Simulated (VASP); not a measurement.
# Si (P6/mmm) in VASP: a series of runs

The runs below take Si through single point, relaxation of shape and atoms at fixed volume, with PBE.

All numbers are computed with VASP 6.6.1; they aren't measurements. Logs are shortened: lines on timing, memory, paths and dates and some standing lists are left out, and cuts for length are marked.

## Step 1: The cell of the first run

The structure is hexagonal, space group P6/mmm (No. 191). The conventional cell has a = 4.113 Å, b = 4.113 Å, c = 2.423 Å, α = 90.00°, β = 90.00°, γ = 120.00°. Si (site symmetry 6/mmm) has 14 Si at 2.42 to 2.67 Å within 3.2 Å. Si (site symmetry -6m2) has 11 Si at 2.37 to 2.67 Å within 3.1 Å.

This isn't the form of Si at room conditions, which is diamond.

## Step 2: Single point, PBE (11.83 Å³/atom)

Contents of INCAR:

```
PREC = Accurate
ENCUT = 520
EDIFF = 1E-6
ISMEAR = -1
SIGMA = 0.1
LREAL = F
LASPH = T
NELM = 80
ALGO = Normal
ISIF = 2
LWAVE = F
LCHARG = F
GGA = PE
NBANDS = 13
```

Contents of KPOINTS:

```
Automatic mesh
0
Gamma
  9 9 12
```

Contents of POSCAR:

```
Si
1.0
    4.1131827107      0.0000000000      0.0000000000
   -2.0565913553      3.5621207179      0.0000000000
    0.0000000000      0.0000000000      2.4231583072
Si
3
Direct
    0.0000000000      0.0000000000      0.0000000000
    0.3333333333      0.6666666667      0.5000000000
    0.6666666667      0.3333333333      0.5000000000
```

Potentials or basis: VASP PAW PBE potentials, release 64 (Si).

Run with:

```sh
$ cat potpaw_PBE.64/Si/POTCAR > POTCAR
$ mpirun -np 1 vasp_std > vasp.out
```

OUTCAR:

```text
PREC = Accurate
   ENCUT = 520
   EDIFF = 1E-6
   ISMEAR = -1
   LREAL = F
   LASPH = T
   NELM = 80
   ISIF = 2
   GGA = PE

 ion  position               nearest neighbor table
   1  0.000  0.000  0.000-   2 2.67   3 2.67   2 2.67   3 2.67   2 2.67   2 2.67   3 2.67   3 2.67
                             3 2.67   3 2.67   2 2.67   2 2.67
   2  0.333  0.667  0.500-   3 2.37   3 2.37   3 2.37   1 2.67   1 2.67   1 2.67   1 2.67   1 2.67
                             1 2.67
   3  0.667  0.333  0.500-   2 2.37   2 2.37   2 2.37   1 2.67   1 2.67   1 2.67   1 2.67   1 2.67
                             1 2.67

  LATTYP: Found a hexagonal cell.
 ALAT       =     4.1131827107
 C/A-ratio  =     0.5891200264

  Lattice vectors:

 A1 = (   4.1131827107,   0.0000000000,   0.0000000000)
 A2 = (  -2.0565913553,   3.5621207179,   0.0000000000)
 A3 = (   0.0000000000,   0.0000000000,   2.4231583072)

Analysis of symmetry for initial positions (statically):
=====================================================================
 Subroutine PRICEL returns:
 Original cell was already a primitive cell.

 Routine SETGRP: Setting up the symmetry group for a
 hexagonal supercell.

 Subroutine GETGRP returns: Found 24 space group operations
 (whereof 24 operations were pure point group operations)
 out of a pool of 24 trial point group operations.

The static configuration has the point symmetry D_6h.

Analysis of symmetry for dynamics (positions and initial velocities):
=====================================================================
 Subroutine PRICEL returns:
 Original cell was already a primitive cell.

 Routine SETGRP: Setting up the symmetry group for a
 hexagonal supercell.

 Subroutine GETGRP returns: Found 24 space group operations
 (whereof 24 operations were pure point group operations)
 out of a pool of 24 trial point group operations.

The dynamic configuration has the point symmetry D_6h.

 Subroutine INISYM returns: Found 24 space group operations
 (whereof 24 operations are pure point group operations),
 and found     1 'primitive' translations

----------------------------------------------------------------------------------------

                                     Primitive cell

  volume of cell :      35.5033

  direct lattice vectors                    reciprocal lattice vectors
     4.113182711  0.000000000  0.000000000     0.243120734  0.140365821  0.000000000
    -2.056591355  3.562120718  0.000000000     0.000000000  0.280731643  0.000000000
     0.000000000  0.000000000  2.423158307     0.000000000  0.000000000  0.412684552

  length of vectors
     4.113182711  4.113182711  2.423158307     0.280731643  0.280731643  0.412684552

  position of ions in fractional coordinates (direct lattice)
     0.000000000  0.000000000  0.000000000
     0.333333333  0.666666667  0.500000000
     0.666666667  0.333333333  0.500000000

  ion indices of the primitive-cell ions
   primitive index   ion index
                 1           1
                 2           2
                 3           3

----------------------------------------------------------------------------------------

 KPOINTS: Automatic mesh

Automatic generation of k-mesh.
 Grid dimensions read from file:
 generate k-points for:    9    9   12

 Generating k-lattice:

  Cartesian coordinates                     Fractional coordinates (reciprocal lattice)
     0.027013415  0.015596202  0.000000000     0.111111111 -0.000000000  0.000000000
     0.000000000  0.031192405  0.000000000     0.000000000  0.111111111  0.000000000
     0.000000000  0.000000000  0.034390379     0.000000000  0.000000000  0.083333333

  Length of vectors
     0.031192405  0.031192405  0.034390379

  Shift w.r.t. Gamma in fractional coordinates (k-lattice)
     0.000000000  0.000000000  0.000000000

 Subroutine IBZKPT returns following result:
 ===========================================

 Found     84 irreducible k-points:

 Following reciprocal coordinates:
            Coordinates               Weight
  0.000000  0.000000  0.000000      1.000000
  0.111111  0.000000  0.000000      6.000000
  0.222222  0.000000  0.000000      6.000000
  0.333333  0.000000  0.000000      6.000000
  0.444444  0.000000  0.000000      6.000000
  0.111111  0.111111  0.000000      6.000000
[... 16 lines left out ...]
  0.333333  0.222222  0.083333     24.000000
  0.333333  0.333333  0.083333      4.000000
 [... further k-points ...]
   k-points           NKPTS =     84   k-points in BZ     NKDIM =     84   number of bands    NBANDS=     13
   number of dos      NEDOS =    301   number of ions     NIONS =      3
   total plane-waves  NPLWV =  18432
   dimension x,y,z NGX =    32 NGY =   32 NGZ =   18
   dimension x,y,z NGXF=    64 NGYF=   64 NGZF=   36
   ions per type =               3
   NGX,Y,Z   is equivalent  to a cutoff of  12.93, 12.93, 12.35 a.u.
   NGXF,Y,Z  is equivalent  to a cutoff of  25.87, 25.87, 24.70 a.u.
 SYSTEM =  unknown system
   PREC   = accura    normal or accurate (medium, high low for compatibility)
   ISTART =      0    job   : 0-new  1-cont  2-samecut
   ICHARG =      2    charge: 1-file 2-atom 10-const
   ISPIN  =      1    spin polarized calculation?
   LNONCOLLINEAR =      F non collinear calculations
   LSORBIT =      F    spin-orbit coupling
   LASPH  =      T    aspherical Exc in radial PAW
   ENCUT  =  520.0 eV  38.22 Ry    6.18 a.u.   7.65  7.65  4.51*2*pi/ulx,y,z
   NELM   =     80;   NELMIN=  2; NELMDL= -5     # of ELM steps
   EDIFF  = 0.1E-05   stopping-criterion for ELM
   LREAL  =      F    real-space projection
   EDIFFG = 0.1E-04   stopping-criterion for IOM
   NSW    =      0    number of steps for IOM
   IBRION =     -1    ionic relax: 0-MD 1-quasi-New 2-CG
   NFREE  =      0    steps in history (QN), initial steepest desc. (CG)
   ISIF   =      2    stress and relaxation
   ISYM   =      2    0-nonsym 1-usesym 2-fastsym
   POTIM  = 0.5000    time-step for ionic-motion
   TEBEG  =    0.0;   TEEND  =   0.0 temperature during run
   PSTRESS=    0.0 pullay stress
   NELECT =      12.0000    total number of electrons
   NUPDOWN=      -1.0000    fix difference up-down
   EMIN   =  10.00;   EMAX   =-10.00  energy-range for DOS
   EFERMI =   0.00;   METHOD = LEGACY
   ISMEAR =    -1;   SIGMA  =   0.10  broadening in eV -4-tet -1-fermi 0-gaus
   EFERMI_NEDOS =   21; number of points for ismear=-14 and -15
   IALGO  =     38    algorithm
   IMIX   =      4    mixing-type and parameters
     AMIX     =   0.40;   BMIX     =  1.00
     AMIX_MAG =   1.60;   BMIX_MAG =  1.00
  volume/ion in A,a.u.               =      11.83        79.86
  Fermi-wavevector in a.u.,A,eV,Ry     =   1.140370  2.154987 17.693610  1.300444
  Thomas-Fermi vector in A             =   2.277072
   LORBIT       =      0    0 simple, 1 ext, 2 COOP (PROOUT), +10 PAW based schemes
   GGA     = PE    functional components
   LHFCALC =     F    Hartree Fock is set to
   AEXX    =    0.0000 exact exchange contribution
   IVDW    =     0    specifies the selected vdW correction
   LEPSILON=     F    determine dielectric tensor
   LRPA    =     F    only Hartree local field effects (RPA)
 non-spin polarized calculation
  energy-cutoff  :      520.00
  volume of cell :       35.50
 maximum number of plane-waves:       981
 NGX is ok and might be reduce to    32
   NGX = 15   NGY = 15   NGZ =  9

 number of electron      12.0000001 magnetization

 Free energy of the ion-electron system (eV)
  ---------------------------------------------------
  ext. energy  EPLUGINS =         0.00000000
  ---------------------------------------------------
  free energy    TOTEN  =       -14.04960337 eV

  energy without entropy =      -14.00850460  energy(sigma->0) =      -14.02905398

 E-fermi :  12.9348     XC(G=0): -12.0168

 val. band max:       12.9271857109   @ k =   0.2222   0.0000   0.3333
 cond. band min:      12.9411424967   @ k =   0.4444   0.0000   0.4167
 fundamental gap:      0.0139567858
 Fermi energy:        12.9348292890

 k-point     1 :       0.0000    0.0000    0.0000
  band No.  band energies     occupation
      1      -3.4052      2.00000
      2       7.5307      2.00000
      3       7.5307      2.00000
      4       7.6005      2.00000
      5       7.6005      2.00000
      6       7.9902      2.00000
      7       8.2031      2.00000
      8      19.4930      0.00000
      9      20.5305      0.00000
     10      26.4595      0.00000
     11      26.8539      0.00000
     12      26.8626      0.00000
     13      27.0128      0.00000

 k-point     2 :       0.1111    0.0000    0.0000
  band No.  band energies     occupation
      1      -3.2637      2.00000
      2       5.4392      2.00000
      3       6.5038      2.00000
      4       6.8149      2.00000
      5       8.8923      2.00000
      6       9.2732      2.00000
      7      10.2832      2.00000
      8      19.6118      0.00000
      9      20.5885      0.00000
     10      24.5301      0.00000
     11      24.7677      0.00000
     12      26.5302      0.00000
     13      27.0157      0.00000

 k-point     3 :       0.2222    0.0000    0.0000
  band No.  band energies     occupation
      1      -2.8398      2.00000
      2       3.4071      2.00000
      3       5.7081      2.00000
      4       6.0039      2.00000
      5      10.4818      2.00000
      6      10.8407      2.00000
      7      13.0069      0.65457
      8      19.9683      0.00000
      9      20.5221      0.00000
     10      22.0802      0.00000
     11      22.4073      0.00000
     12      25.3096      0.00000
     13      26.0643      0.00000
[... 305 lines left out ...]
 k-point    23 :       0.3333    0.2222    0.0833
  band No.  band energies     occupation
      1      -0.5667      2.00000
      2       0.6865      2.00000
      3       1.9308      2.00000
      4       9.2275      2.00000
      5      11.5939      2.00000
      6      13.9187      0.00011
      7      18.0993      0.00000
      8      18.6132      0.00000
      9      18.9885      0.00000
     10      20.2181      0.00000
     11      20.8434      0.00000
     12      22.0334      0.00000
     13      23.3614      0.00000

 k-point    24 :       0.3333    0.3333    0.0833
  band No.  band energies     occupation
      1       0.4659      2.00000
      2       0.5887      2.00000
      3       0.5887      2.00000
      4      11.3051      2.00000
      5      11.5451      2.00000
      6      11.5451      2.00000
      7      19.0784      0.00000
      8      19.0784      0.00000
      9      19.6414      0.00000
     10      21.4549      0.00000
     11      21.4549      0.00000
     12      21.4698      0.00000
     13      22.7694      0.00000

 [... further k-points ...]

------------------------ aborting loop because EDIFF is reached ----------------------------------------

  FORCE on cell =-STRESS in cart. coord.  units (eV):
  Direction    XX          YY          ZZ          XY          YZ          ZX
  --------------------------------------------------------------------------------------
  -------------------------------------------------------------------------------------
  Total        7.3648901      7.3648901      7.3681991      0.0000000      0.0000000      0.0000000
  in kB      332.3597571    332.3597571    332.5090824      0.0000000      0.0000000      0.0000000
  external PRESSURE =     332.4095322 kB  Pullay stress =       0.0000000 kB

 VOLUME and BASIS-vectors are now :
 -----------------------------------------------------------------------------
  energy-cutoff  :      520.00
  volume of cell :       35.50
      direct lattice vectors                 reciprocal lattice vectors
     4.113182711  0.000000000  0.000000000     0.243120734  0.140365821  0.000000000
    -2.056591355  3.562120718  0.000000000     0.000000000  0.280731643  0.000000000
     0.000000000  0.000000000  2.423158307     0.000000000  0.000000000  0.412684552

 POSITION                                       TOTAL-FORCE (eV/Angst)
 -----------------------------------------------------------------------------------
      0.00000      0.00000      0.00000         0.000000      0.000000      0.000000
     -0.00000      2.37475      1.21158        -0.000000      0.000000     -0.000000
      2.05659      1.18737      1.21158         0.000000      0.000000      0.000000
 -----------------------------------------------------------------------------------
    total drift:                               -0.000000      0.000000      0.000000

  FREE ENERGIE OF THE ION-ELECTRON SYSTEM (eV)
  ---------------------------------------------------
  free  energy   TOTEN  =       -14.0496033652 eV

  energy  without entropy=      -14.0085045950  energy(sigma->0) =      -14.02905398
```

It took 24 s on 1 thread of Intel Xeon 8259CL, shared host; peak memory 0.16 GiB.

Results:

```yaml
Free_energy: -14.0496 eV
Pressure: 33.2 GPa
Band_gap_on_the_k_mesh: zero (bands 6 and 7 overlap by 8.07 eV)
```

Caveat: the cell stands under pressure.

## Step 3: Single point, PBE

This run uses another cell than the first one, of 13.31 Å³/atom.

Contents of INCAR:

```
SYSTEM = Si
PREC = Accurate
ENCUT = 520
EDIFF = 1E-7
ISMEAR = -1
SIGMA = 0.1
LREAL = .False.
LASPH = .True.
NELM = 80
ALGO = Normal
ISIF = 2
LWAVE = .False.
LCHARG = .False.
GGA = PE
NBANDS = 13
```

Contents of KPOINTS:

```
regular mesh
0
Gamma
  9 9 12
  0 0 0
```

Contents of POSCAR:

```
Si
1.0
    4.2886277714      0.0000000000      0.0000000000
   -2.1443138857      3.7140605974      0.0000000000
    0.0000000000      0.0000000000      2.5075731241
Si
3
Direct
    0.0000000000      0.0000000000      0.0000000000
    0.3333333333      0.6666666667      0.5000000000
    0.6666666667      0.3333333333      0.5000000000
```

Potentials or basis: VASP PAW PBE potentials, release 64 (Si).

Run with:

```sh
$ cat potpaw_PBE.64/Si/POTCAR > POTCAR
$ mpirun -np 1 vasp_std > vasp.out
```

OUTCAR:

```text
SYSTEM = Si
   PREC = Accurate
   ENCUT = 520
   EDIFF = 1E-7
   ISMEAR = -1
   LREAL = .False.
   LASPH = .True.
   NELM = 80
   ISIF = 2
   GGA = PE

 ion  position               nearest neighbor table
   1  0.000  0.000  0.000-   2 2.78   3 2.78   2 2.78   3 2.78   2 2.78   2 2.78   3 2.78   3 2.78
                             3 2.78   3 2.78   2 2.78   2 2.78
   2  0.333  0.667  0.500-   3 2.48   3 2.48   3 2.48   1 2.78   1 2.78   1 2.78   1 2.78   1 2.78
                             1 2.78
   3  0.667  0.333  0.500-   2 2.48   2 2.48   2 2.48   1 2.78   1 2.78   1 2.78   1 2.78   1 2.78
                             1 2.78

  LATTYP: Found a hexagonal cell.
[... 582 lines left out ...]
  --------------------------------------------------------------------------------------
  -------------------------------------------------------------------------------------
  Total        3.0450533      3.0450533      3.0393773     -0.0000000      0.0000000      0.0000000
  in kB      122.1474878    122.1474878    121.9198051     -0.0000000      0.0000000      0.0000000
  external PRESSURE =     122.0715935 kB  Pullay stress =       0.0000000 kB

 VOLUME and BASIS-vectors are now :
 -----------------------------------------------------------------------------
  energy-cutoff  :      520.00
  volume of cell :       39.94
      direct lattice vectors                 reciprocal lattice vectors
     4.288627771  0.000000000  0.000000000     0.233174818  0.134623544  0.000000000
    -2.144313886  3.714060597  0.000000000     0.000000000  0.269247088  0.000000000
     0.000000000  0.000000000  2.507573124     0.000000000  0.000000000  0.398791960

 POSITION                                       TOTAL-FORCE (eV/Angst)
 -----------------------------------------------------------------------------------
      0.00000      0.00000      0.00000        -0.000000      0.000000      0.000000
     -0.00000      2.47604      1.25379        -0.000000     -0.000000      0.000000
      2.14431      1.23802      1.25379         0.000000     -0.000000      0.000000
 -----------------------------------------------------------------------------------
    total drift:                               -0.000000      0.000000      0.000000

  FREE ENERGIE OF THE ION-ELECTRON SYSTEM (eV)
  ---------------------------------------------------
  free  energy   TOTEN  =       -14.6533482215 eV

  energy  without entropy=      -14.6124630946  energy(sigma->0) =      -14.63290566
```

stdout:

```text
POSCAR found type information on POSCAR Si
 POSCAR found :  1 types and       3 ions
 scaLAPACK will be used
 LDA part: xc-table for (Slater+PW92), standard interpolation
 POSCAR, INCAR and KPOINTS ok, starting setup
 FFT: planning ... GRIDC
 FFT: planning ... GRID_SOFT
 FFT: planning ... GRID
 WAVECAR not read
 entering main loop
```

Run time: 34 s. Hardware: 1 thread of Intel Xeon 8259CL, shared host; peak memory 0.16 GiB.

What came out:

- Free energy: -14.6533 eV
- Pressure: 12.2 GPa
- Band gap on the k mesh: zero (bands 6 and 7 overlap by 7.80 eV)

Levels at points of the mesh, in eV from the Fermi level:
| k point | band 2 | band 3 | band 4 | band 5 | band 6 | band 7 | band 8 | band 9 | band 10 | band 11 |
| --- | --- | --- | --- | --- | --- | --- | --- | --- | --- | --- |
| (0.00, 0.00, 0.00) | -5.11 | -4.92 | -4.81 | -4.81 | -4.73 | -4.73 | 6.16 | 7.44 | 12.14 | 12.14 |
| (0.00, 0.00, 0.50) | -9.00 | -0.75 | -0.75 | -0.70 | -0.34 | 0.70 | 0.70 | 0.79 | 0.79 | 0.92 |

Caveat: the cell stands under pressure.

(Part 1 of 2 ends here.)
